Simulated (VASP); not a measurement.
Input of a VASP 6.6.1 run:

The input INCAR:

```
ALGO = Normal
EDIFF = 1E-6
ENCUT = 520
GGA = PE
ISIF = 2
ISMEAR = 0
LASPH = T
LCHARG = F
LREAL = F
LWAVE = F
NBANDS = 16
NELM = 80
PREC = Accurate
SIGMA = 0.1
```

KPOINTS

```
k-points
0
Gamma
  15 15 14
```

POSCAR

```
TiB2
1.0
    3.2140731664      0.0000000000      0.0000000000
   -1.6070365832      2.7834690118      0.0000000000
    0.0000000000      0.0000000000      3.1073440839
Ti B
1 2
Direct
    0.0000000000      0.0000000000      0.0000000000
    0.3333333333      0.6666666667      0.5000000000
    0.6666666667      0.3333333333      0.5000000000
```

Potentials or basis: VASP PAW PBE potentials, release 64 (Ti_sv, B).

Run with:

```console
$ cat potpaw_PBE.64/Ti_sv/POTCAR potpaw_PBE.64/B/POTCAR > POTCAR
$ mpirun -np 1 vasp_std > vasp.out
```

Predict the band gap on the k mesh.

zero (band 9 reaches 9.59 eV, above the bottom of band 10 at 8.44 eV).

Estimate the pressure.

-19.4 GPa.

Stress tensor (GPa, compression positive):
```
-31.31   0.00   0.00
  0.00 -31.31   0.00
  0.00   0.00   4.46
```

Caveat: the cell differs from its parent crystal (biaxial strain in the a-b plane: +6.0 %).
